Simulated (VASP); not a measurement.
# Zr (P6_3/mmc) in VASP: further runs

Zr is run at these levels: PBEsol-based global hybrid with 25 % exact exchange, PBE, PBEsol; tasks: single point.

All numbers are computed with VASP 6.6.1; they aren't measurements. Logs are shortened: lines on timing, memory, paths and dates and some standing lists are left out, and cuts for length are marked.

### 1 The cell of the first run

It takes space group P6_3/mmc (No. 194, hexagonal). Conventional cell: a = 3.232 Å, b = 3.232 Å, c = 5.147 Å, α = 90.00°, β = 90.00°, γ = 120.00°. Zr (site symmetry -6m2) has 12 Zr at 3.18 to 3.23 Å within 4.2 Å.

### 2 Single point, PBEsol-based global hybrid with 25 % exact exchange

The input, POSCAR:

```
Zr
1.0
    3.2320000000      0.0000000000      0.0000000000
   -1.6160000000      2.7989941050      0.0000000000
    0.0000000000      0.0000000000      5.1470000000
Zr
2
Direct
    0.6666666667      0.3333333333      0.7500000000
    0.3333333333      0.6666666667      0.2500000000
```

The input, INCAR.step1:

```
SYSTEM = Zr
ALGO = Normal ; EDIFF = 1E-5
ENCUT = 520 ; GGA = PE
ISIF = 2 ; ISMEAR = -1
LASPH = .TRUE. ; LCHARG = .FALSE.
LREAL = .FALSE. ; LWAVE = .TRUE.
NBANDS = 19 ; NELM = 60
PREC = Accurate ; SIGMA = 0.05
```

The input, INCAR.step2:

```
SYSTEM = Zr
AEXX = 0.25 ; ALGO = Normal
EDIFF = 1E-7 ; ENCUT = 520
GGA = PS ; ISIF = 2
ISMEAR = -1 ; ISTART = 1
LASPH = .TRUE. ; LCHARG = .FALSE.
LHFCALC = .TRUE. ; LREAL = .FALSE.
LWAVE = .FALSE. ; NBANDS = 19
NELM = 60 ; PREC = Accurate
PRECFOCK = Normal ; SIGMA = 0.05
```

The input, KPOINTS:

```
k-points
0
G
  5 5 3
  0 0 0
```

Potentials or basis: VASP PAW PBE potentials, release 64 (Zr_sv).

Run with:

```console
cat potpaw_PBE.64/Zr_sv/POTCAR > POTCAR
cp INCAR.step1 INCAR
mpirun -np 1 vasp_std > vasp.out
cp INCAR.step2 INCAR
mpirun -np 1 vasp_std > vasp.out
```

OUTCAR:

```text
SYSTEM = Zr
   AEXX = 0.25
   EDIFF = 1E-7
   ENCUT = 520
   GGA = PS
   ISIF = 2
   ISMEAR = -1
   ISTART = 1
   LASPH = .TRUE.
   LHFCALC = .TRUE.
   LREAL = .FALSE.
   NELM = 60
   PREC = Accurate
   PRECFOCK = Normal

 ion  position               nearest neighbor table
   1  0.667  0.333  0.750-   2 3.18   2 3.18   2 3.18   2 3.18   2 3.18   2 3.18
   2  0.333  0.667  0.250-   1 3.18   1 3.18   1 3.18   1 3.18   1 3.18   1 3.18

  LATTYP: Found a hexagonal cell.
 ALAT       =     3.2320000000
 C/A-ratio  =     1.5925123762

  Lattice vectors:

 A1 = (   3.2320000000,   0.0000000000,   0.0000000000)
 A2 = (  -1.6160000000,   2.7989941050,   0.0000000000)
 A3 = (   0.0000000000,   0.0000000000,   5.1470000000)

Analysis of symmetry for initial positions (statically):
=====================================================================
 Subroutine PRICEL returns:
 Original cell was already a primitive cell.

 Routine SETGRP: Setting up the symmetry group for a
 hexagonal supercell.

 Subroutine GETGRP returns: Found 24 space group operations
 (whereof 12 operations were pure point group operations)
 out of a pool of 24 trial point group operations.

The static configuration has the point symmetry D_3d.
 The point group associated with its full space group is D_6h.

Analysis of symmetry for dynamics (positions and initial velocities):
=====================================================================
 Subroutine PRICEL returns:
 Original cell was already a primitive cell.

 Routine SETGRP: Setting up the symmetry group for a
 hexagonal supercell.

 Subroutine GETGRP returns: Found 24 space group operations
 (whereof 12 operations were pure point group operations)
 out of a pool of 24 trial point group operations.

The dynamic configuration has the point symmetry D_3d.
 The point group associated with its full space group is D_6h.

 Subroutine INISYM returns: Found 24 space group operations
 (whereof 12 operations are pure point group operations),
 and found     1 'primitive' translations

----------------------------------------------------------------------------------------

                                     Primitive cell

  volume of cell :      46.5616

  direct lattice vectors                    reciprocal lattice vectors
     3.232000000  0.000000000  0.000000000     0.309405941  0.178635603  0.000000000
    -1.616000000  2.798994105  0.000000000     0.000000000  0.357271206  0.000000000
     0.000000000  0.000000000  5.147000000     0.000000000  0.000000000  0.194287935

  length of vectors
     3.232000000  3.232000000  5.147000000     0.357271206  0.357271206  0.194287935

  position of ions in fractional coordinates (direct lattice)
     0.666666667  0.333333333  0.750000000
     0.333333333  0.666666667  0.250000000

  ion indices of the primitive-cell ions
   primitive index   ion index
                 1           1
                 2           2

----------------------------------------------------------------------------------------

 KPOINTS: k-points

Automatic generation of k-mesh.
 Grid dimensions read from file:
 generate k-points for:    5    5    3

 Generating k-lattice:

  Cartesian coordinates                     Fractional coordinates (reciprocal lattice)
     0.061881188  0.035727121  0.000000000     0.200000000  0.000000000  0.000000000
     0.000000000  0.071454241  0.000000000     0.000000000  0.200000000  0.000000000
     0.000000000  0.000000000  0.064762645     0.000000000  0.000000000  0.333333333

  Length of vectors
     0.071454241  0.071454241  0.064762645

  Shift w.r.t. Gamma in fractional coordinates (k-lattice)
     0.000000000  0.000000000  0.000000000

 Subroutine IBZKPT returns following result:
 ===========================================

 Found     10 irreducible k-points:

 Following reciprocal coordinates:
            Coordinates               Weight
  0.000000  0.000000  0.000000      1.000000
  0.200000  0.000000  0.000000      6.000000
  0.400000  0.000000  0.000000      6.000000
  0.200000  0.200000  0.000000      6.000000
  0.400000  0.200000  0.000000      6.000000
  0.000000  0.000000  0.333333      2.000000
  0.200000  0.000000  0.333333     12.000000
  0.400000  0.000000  0.333333     12.000000
  0.200000  0.200000  0.333333     12.000000
  0.400000  0.200000  0.333333     12.000000
   k-points           NKPTS =     10   k-points in BZ     NKDIM =     75   number of bands    NBANDS=     19
   number of dos      NEDOS =    301   number of ions     NIONS =      2
   total plane-waves  NPLWV =  23040
   dimension x,y,z NGX =    24 NGY =   24 NGZ =   40
   dimension x,y,z NGXF=    48 NGYF=   48 NGZF=   80
   ions per type =               2
   NGX,Y,Z   is equivalent  to a cutoff of  12.34, 12.34, 12.92 a.u.
   NGXF,Y,Z  is equivalent  to a cutoff of  24.69, 24.69, 25.84 a.u.
 SYSTEM =  Zr
   PREC   = accura    normal or accurate (medium, high low for compatibility)
   ISTART =      1    job   : 0-new  1-cont  2-samecut
   ICHARG =      0    charge: 1-file 2-atom 10-const
   ISPIN  =      1    spin polarized calculation?
   LNONCOLLINEAR =      F non collinear calculations
   LSORBIT =      F    spin-orbit coupling
   LASPH  =      T    aspherical Exc in radial PAW
   ENCUT  =  520.0 eV  38.22 Ry    6.18 a.u.   6.01  6.01  9.57*2*pi/ulx,y,z
   NELM   =     60;   NELMIN=  2; NELMDL=  0     # of ELM steps
   EDIFF  = 0.1E-06   stopping-criterion for ELM
   LREAL  =      F    real-space projection
   EDIFFG = 0.1E-05   stopping-criterion for IOM
   NSW    =      0    number of steps for IOM
   IBRION =     -1    ionic relax: 0-MD 1-quasi-New 2-CG
   NFREE  =      0    steps in history (QN), initial steepest desc. (CG)
   ISIF   =      2    stress and relaxation
   ISYM   =      3    0-nonsym 1-usesym 2-fastsym
   POTIM  = 0.5000    time-step for ionic-motion
   TEBEG  =    0.0;   TEEND  =   0.0 temperature during run
   PSTRESS=    0.0 pullay stress
   NELECT =      24.0000    total number of electrons
   NUPDOWN=      -1.0000    fix difference up-down
   EMIN   =  10.00;   EMAX   =-10.00  energy-range for DOS
   EFERMI =   0.00;   METHOD = LEGACY
   ISMEAR =    -1;   SIGMA  =   0.05  broadening in eV -4-tet -1-fermi 0-gaus
   EFERMI_NEDOS =   21; number of points for ismear=-14 and -15
   IALGO  =     38    algorithm
   IMIX   =      1    mixing-type and parameters
     AMIX     =   0.40;   BMIX     =  1.00
     AMIX_MAG =   1.60;   BMIX_MAG =  1.00
  volume/ion in A,a.u.               =      23.28       157.11
  Fermi-wavevector in a.u.,A,eV,Ry     =   1.312611  2.480475 23.442130  1.722948
  Thomas-Fermi vector in A             =   2.442991
   LORBIT       =      0    0 simple, 1 ext, 2 COOP (PROOUT), +10 PAW based schemes
   GGA     = PS    functional components
   LHFCALC =     T    Hartree Fock is set to
   PRECFOCK=normal    Normal, Fast or Accurate (Low or Medium for compatibility)
   ENCUT4O =  -1.0   cutoff for four orbital integrals eV
   NKREDX  =     1    reduce k-point grid by
   NKREDY  =     1    reduce k-point grid by
   NKREDZ  =     1    reduce k-point grid by
   AEXX    =    0.2500 exact exchange contribution
   HFSCREEN=    0.0000 screening length (either q_TF or 0.3 A-1)
   HFSCREENC=   0.0000 screening length for correlation (either q_TF or 0.3 A-1)
   ENCUTFOCK=  -1.0 apply spherical cutoff to Coloumb kernel
   IVDW    =     0    specifies the selected vdW correction
   LEPSILON=     F    determine dielectric tensor
   LRPA    =     F    only Hartree local field effects (RPA)
 non-spin polarized calculation
  energy-cutoff  :      520.00
  volume of cell :       46.56
 maximum number of plane-waves:      1263
  NGX = 20; NGY = 20; NGZ = 30

 number of electron      24.0000000 magnetization

 Free energy of the ion-electron system (eV)
  ---------------------------------------------------
  ext. energy  EPLUGINS =         0.00000000
  ---------------------------------------------------
  free energy    TOTEN  =       -22.38057966 eV

  energy without entropy =      -22.36917286  energy(sigma->0) =      -22.37487626

 E-fermi :   8.8007     XC(G=0):  -8.8250

 val. band max:        8.8001181098   @ k =   0.2000   0.0000   0.3333
 cond. band min:       9.2804111359   @ k =   0.0000   0.0000   0.3333
 fundamental gap:      0.4802930261
 Fermi energy:         8.8006869605

 k-point     1 :       0.0000    0.0000    0.0000
  band No.  band energies     occupation
      1     -43.9905      2.00000
      2     -43.8155      2.00000
      3     -21.2059      2.00000
      4     -20.2046      2.00000
      5     -20.2046      2.00000
      6     -20.0632      2.00000
[... 11 lines left out ...]
     18      12.1038      0.00000
     19      14.4679      0.00000

 k-point     2 :       0.2000    0.0000    0.0000
  band No.  band energies     occupation
      1     -43.9433      2.00000
      2     -43.7977      2.00000
      3     -21.0704      2.00000
      4     -20.4787      2.00000
      5     -20.3287      2.00000
      6     -20.2855      2.00000
[... 11 lines left out ...]
     18      12.3968      0.00000
     19      15.0515      0.00000

 k-point     3 :       0.4000    0.0000    0.0000
  band No.  band energies     occupation
      1     -43.8554      2.00000
      2     -43.7792      2.00000
      3     -20.9289      2.00000
      4     -20.7782      2.00000
      5     -20.7287      2.00000
      6     -20.4064      2.00000
[... 11 lines left out ...]
     18      14.7004      0.00000
     19      15.4664      0.00000

 k-point     4 :       0.2000    0.2000    0.0000
  band No.  band energies     occupation
      1     -43.8745      2.00000
      2     -43.7805      2.00000
      3     -20.8500      2.00000
      4     -20.7207      2.00000
      5     -20.6858      2.00000
      6     -20.3935      2.00000
[... 99 lines left out ...]
     18      14.5592      0.00000
     19      15.0733      0.00000

 k-point     9 :       0.2000    0.2000    0.3333
  band No.  band energies     occupation
      1     -43.8510      2.00000
      2     -43.8040      2.00000
      3     -20.9368      2.00000
      4     -20.8201      2.00000
      5     -20.4489      2.00000
      6     -20.4391      2.00000
[... 11 lines left out ...]
     18      14.4946      0.00000
     19      15.1980      0.00000

 k-point    10 :       0.4000    0.2000    0.3333
  band No.  band energies     occupation
      1     -43.8093      2.00000
      2     -43.7918      2.00000
      3     -21.0039      2.00000
      4     -20.9208      2.00000
      5     -20.6171      2.00000
      6     -20.4587      2.00000
[... 11 lines left out ...]
     18      15.0244      0.00000
     19      16.6540      0.00000

------------------------ aborting loop because EDIFF is reached ----------------------------------------

  FORCE on cell =-STRESS in cart. coord.  units (eV):
  Direction    XX          YY          ZZ          XY          YZ          ZX
  --------------------------------------------------------------------------------------
  -------------------------------------------------------------------------------------
  Total       -0.4295292     -0.4295292     -1.1297266      0.0000000      0.0000000      0.0000000
  in kB      -14.7800472    -14.7800472    -38.8737487      0.0000000      0.0000000      0.0000000
  external PRESSURE =     -22.8112810 kB  Pullay stress =       0.0000000 kB

 VOLUME and BASIS-vectors are now :
 -----------------------------------------------------------------------------
  energy-cutoff  :      520.00
  volume of cell :       46.56
      direct lattice vectors                 reciprocal lattice vectors
     3.232000000  0.000000000  0.000000000     0.309405941  0.178635603  0.000000000
    -1.616000000  2.798994105  0.000000000     0.000000000  0.357271206  0.000000000
     0.000000000  0.000000000  5.147000000     0.000000000  0.000000000  0.194287935

 POSITION                                       TOTAL-FORCE (eV/Angst)
 -----------------------------------------------------------------------------------
      1.61600      0.93300      3.86025        -0.000000      0.000000     -0.000000
     -0.00000      1.86600      1.28675         0.000000     -0.000000      0.000000
 -----------------------------------------------------------------------------------
    total drift:                                0.000000      0.000000      0.000000

  FREE ENERGIE OF THE ION-ELECTRON SYSTEM (eV)
  ---------------------------------------------------
  free  energy   TOTEN  =       -22.3805796597 eV

  energy  without entropy=      -22.3691728607  energy(sigma->0) =      -22.37487626
```

Wall time 42 min (1 thread of AMD EPYC 7R43 (Zen 3), shared host); peak memory 0.13 GiB.

What came out:

| Property | Result |
| --- | --- |
| Free energy | -22.3806 eV |
| Pressure | -2.3 GPa |
| Band gap on the k mesh | zero (bands 12 and 13 overlap by 1.99 eV) |

Caveat: the k points lie up to 0.45 Å⁻¹ apart, too coarse for converged energies and pressures of a metal; the PAW data sets were made with another functional, which shifts forces and pressure a little.

### 3 Single point, PBE

The input, INCAR:

```
  PREC = Accurate
  ENCUT = 500
  EDIFF = 1E-6
  ISMEAR = 0
  SIGMA = 0.019000000000000003
  LREAL = False
  LASPH = True
  NELM = 120
  ALGO = Normal
  ISIF = 2
  LWAVE = False
  LCHARG = True
  GGA = PE
  LELF = True
  LVHAR = True
  NBANDS = 19
  GGA_COMPAT = False
```

The input, KPOINTS:

```
regular mesh
0
Gamma
  9 9 5
```

POSCAR is that of step 2.

Potentials or basis: VASP PAW PBE potentials, release 64 (Zr_sv).

Run with:

```console
cat potpaw_PBE.64/Zr_sv/POTCAR > POTCAR
mpirun -np 1 vasp_std > vasp.out
```

Run time: 34 s. Hardware: 1 thread of AMD EPYC 7R43 (Zen 3), shared host; peak memory 0.13 GiB.

It converged, with:

```yaml
Free_energy: -17.0445 eV
Pressure: 0.6 GPa
Band_gap_on_the_k_mesh: zero (bands 12 and 13 overlap by 1.12 eV)
```

Stress tensor (GPa, compression positive):
```
0.25 0.00 0.00
0.00 0.25 0.00
0.00 0.00 1.35
```

Levels at points of the mesh, in eV from the Fermi level:
```
           k point  band 8  band 9  band 10  band 11  band 12  band 13  band 14  band 15  band 16  band 17
(0.00, 0.00, 0.00)  -26.39   -5.70    -3.07     0.82     0.82     0.97     1.13     1.51     1.51     2.09
```

### 4 Single point, PBEsol, non-collinear spin, zero start, spin-orbit coupling

This run uses another cell than the first one, of 22.35 Å³/atom.

The input, INCAR:

```
ALGO = Normal
EDIFF = 1E-6
ENCUT = 500
GGA = PS
GGA_COMPAT = F
ISIF = 2
ISMEAR = -1
LASPH = T
LCHARG = F
LMAXMIX = 4
LORBIT = 11
LORBMOM = T
LREAL = F
LSORBIT = T
LWAVE = F
MAGMOM = 0 0 0 0 0 0
NBANDS = 36
NELM = 200
PREC = Accurate
SIGMA = 0.05
```

The input, KPOINTS:

```
k-points
0
Gamma
  9 9 5
```

The input, POSCAR:

```
Zr
1.0
    3.1883189697      0.0000000000      0.0000000000
   -1.5941594848      2.7611652231      0.0000000000
    0.0000000000      0.0000000000      5.0774374186
Zr
2
Direct
    0.6666666667      0.3333333333      0.7500000000
    0.3333333333      0.6666666667      0.2500000000
```

Run with:

```console
cat potpaw_PBE.64/Zr_sv/POTCAR > POTCAR
mpirun -np 1 vasp_ncl > vasp.out
```

Run time: 42 s. Hardware: 1 thread of Intel Xeon 6975P-C (Granite Rapids), shared host; peak memory 0.28 GiB.

It converged, with:

| Item | Value |
| --- | --- |
| Free energy | -18.3182 eV |
| Pressure | 0.7 GPa |
| Net moment | 0.00 μB per cell |
| Valence electrons inside the program's atomic spheres | Zr 9.87 |

Stress tensor (GPa, compression positive):
```
0.24 0.00 0.00
0.00 0.24 0.00
0.00 0.00 1.47
```

Moments on the atoms (μB; x, y, z):
```
Zr  0.00 0.00 0.00
Zr  0.00 0.00 0.00
```

Caveat: the PAW data sets were made with another functional, which shifts forces and pressure a little.

### 5 Single point, PBEsol, non-collinear spin, zero start, spin-orbit coupling

This run uses another cell than the first one, of 22.82 Å³/atom.

The input, INCAR:

```
PREC = Accurate ; ENCUT = 500
EDIFF = 1E-6 ; ISMEAR = -1
SIGMA = 0.05 ; LREAL = False
LASPH = True ; NELM = 200
ALGO = Normal ; ISIF = 2
LWAVE = False ; LCHARG = True
LNONCOLLINEAR = True ; MAGMOM = 0 0 0 0 0 0
LORBIT = 11 ; LSORBIT = True
GGA_COMPAT = False ; LORBMOM = True
LMAXMIX = 4 ; GGA = PS
LVHAR = True ; NBANDS = 36
```

The input, KPOINTS:

```
regular mesh
0
Gamma
  9 9 5
```

The input, POSCAR:

```
Zr
1.0
    3.2103080712      0.0000000000      0.0000000000
   -1.6051540356      2.7802083436      0.0000000000
    0.0000000000      0.0000000000      5.1124553350
Zr
2
Direct
    0.6666666667      0.3333333333      0.7500000000
    0.3333333333      0.6666666667      0.2500000000
```

Run with:

```console
cat potpaw_PBE.64/Zr_sv/POTCAR > POTCAR
mpirun -np 1 vasp_ncl > vasp.out
```

Run time: 44 s. Hardware: 1 thread of Intel Xeon 6975P-C (Granite Rapids), shared host; peak memory 0.28 GiB.

It converged, with:

```yaml
Free_energy: -18.3163 eV
Pressure: -1.4 GPa
Net_moment: 0.00 μB per cell
Valence_electrons_inside_the_program's_atomic_spheres: Zr 9.85
```

Stress tensor (GPa, compression positive):
```
-1.72  0.00  0.00
 0.00 -1.72  0.00
 0.00  0.00 -0.68
```

Moments on the atoms (μB; x, y, z):
```
Zr  0.00 0.00 0.00
Zr  0.00 0.00 0.00
```

Caveat: the PAW data sets were made with another functional, which shifts forces and pressure a little.

### 6 Single point, PBEsol, non-collinear spin, zero start, spin-orbit coupling

The input, INCAR:

```
PREC = Accurate
ENCUT = 500
EDIFF = 1E-6
ISMEAR = -1
SIGMA = 0.05
LREAL = False
LASPH = True
NELM = 200
ALGO = Normal
ISIF = 2
LWAVE = False
LCHARG = True
LNONCOLLINEAR = True
MAGMOM = 0 0 0 0 0 0
LORBIT = 11
LSORBIT = True
GGA_COMPAT = False
LORBMOM = True
LMAXMIX = 4
GGA = PS
LVHAR = True
NBANDS = 36
```

KPOINTS is that of step 5.

The input, POSCAR:

```
Zr
1.0
    3.2320000000      0.0000000000      0.0000000000
   -1.6160000000      2.7989941050      0.0000000000
    0.0000000000      0.0000000000      5.1470000000
Zr
2
Direct
    0.6666666667      0.3333333333      0.7500000000
    0.3333333333      0.6666666667      0.2500000000
```

Potentials or basis: VASP PAW PBE potentials, release 64 (Zr_sv).

Run with:

```console
cat potpaw_PBE.64/Zr_sv/POTCAR > POTCAR
mpirun -np 1 vasp_ncl > vasp.out
```

Wall time 46 s (1 thread of Intel Xeon 6975P-C (Granite Rapids), shared host); peak memory 0.28 GiB.

It converged, with:

- Free energy: -18.3030 eV
- Pressure: -3.2 GPa
- Net moment: 0.00 μB per cell
- Valence electrons inside the program's atomic spheres: Zr 9.82

Stress tensor (GPa, compression positive):
```
-3.52  0.00  0.00
 0.00 -3.52  0.00
 0.00  0.00 -2.66
```

Moments on the atoms (μB; x, y, z):
```
Zr  0.00 0.00 0.00
Zr  0.00 0.00 0.00
```

Caveat: the cell stands under tension; the PAW data sets were made with another functional, which shifts forces and pressure a little.

### 7 Summary

| level | spin | cell | k mesh | cutoff (eV) | smearing | grid for exact exchange (PRECFOCK) | share of exact exchange | gap on the mesh (eV) | pressure (GPa) | moment (μB) |
| --- | --- | --- | --- | --- | --- | --- | --- | --- | --- | --- |
| PBEsol-based global hybrid with 25 % exact exchange | off | a = 3.232, b = 3.232, c = 5.147 Å, angles 90.0, 90.0, 120.0°, 2 atoms | 5 × 5 × 3 | 520 | fermi-dirac 0.05 eV | Normal | 0.25 | none | -2.3 | - |
| PBE | off | a = 3.232, b = 3.232, c = 5.147 Å, angles 90.0, 90.0, 120.0°, 2 atoms | 9 × 9 × 5 | 500 | gaussian 0.019 eV | - | - | none | 0.6 | - |
| PBEsol | non-collinear, zero start, SOC | a = 3.188, b = 3.188, c = 5.077 Å, angles 90.0, 90.0, 120.0°, 2 atoms | 9 × 9 × 5 | 500 | fermi-dirac 0.05 eV | - | - | - | 0.7 | 0.00 |
| PBEsol | non-collinear, zero start, SOC | a = 3.210, b = 3.210, c = 5.112 Å, angles 90.0, 90.0, 120.0°, 2 atoms | 9 × 9 × 5 | 500 | fermi-dirac 0.05 eV | - | - | - | -1.4 | 0.00 |
| PBEsol | non-collinear, zero start, SOC | a = 3.232, b = 3.232, c = 5.147 Å, angles 90.0, 90.0, 120.0°, 2 atoms | 9 × 9 × 5 | 500 | fermi-dirac 0.05 eV | - | - | - | -3.2 | 0.00 |

Alike in all rows: task single point; potentials or basis VASP PAW PBE potentials, release 64 (Zr_sv).

Caveats: some runs use coarse meshes; the PAW data sets were made with another functional, which shifts forces and pressure a little (at least some runs); the cell stands under tension (at least some runs).

Total energies depend on the potentials used, so only differences within one code and one set of settings carry meaning.
